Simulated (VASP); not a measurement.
Here is a VASP 6.6.1 calculation.

INCAR

```
SYSTEM = Pt
  PREC = Accurate
  ENCUT = 500
  EDIFF = 1E-6
  ISMEAR = 0
  SIGMA = 0.1
  LREAL = .FALSE.
  LASPH = .TRUE.
  NELM = 120
  ALGO = Normal
  ISIF = 2
  LWAVE = .FALSE.
  LCHARG = .FALSE.
  GGA = PS
  NBANDS = 11
  GGA_COMPAT = .FALSE.
```

File KPOINTS:

```
Automatic mesh
0
G
  15 15 15
  0 0 0
```

POSCAR

```
Pt
1.0
    2.6728587958      0.0000000000      0.0000000000
   -1.3364293979      2.3147636179      0.0000000000
    1.3364293979      0.7715878726      2.3636501026
Pt
1
Direct
    0.0000000000      0.0000000000      0.0000000000
```

Potentials or basis: VASP PAW PBE potentials, release 64 (Pt).

The run is started by

```console
$ cat potpaw_PBE.64/Pt/POTCAR > POTCAR
$ mpirun -np 1 vasp_std > vasp.out
```

Problem. Predict the band gap on the k mesh.

Solution. Zero (band 5 reaches 12.29 eV, above the bottom of band 6 at 9.88 eV).

Problem. What does it give for the pressure?

Solution. 10.4 GPa.

Stress tensor (GPa, compression positive):
```
15.91  0.00  0.00
 0.00 15.91  0.00
 0.00  0.00 -0.55
```

Caveat: the PAW data sets were made with another functional, which shifts forces and pressure a little; spin-orbit coupling is left out, which moves the levels of the heavy elements.
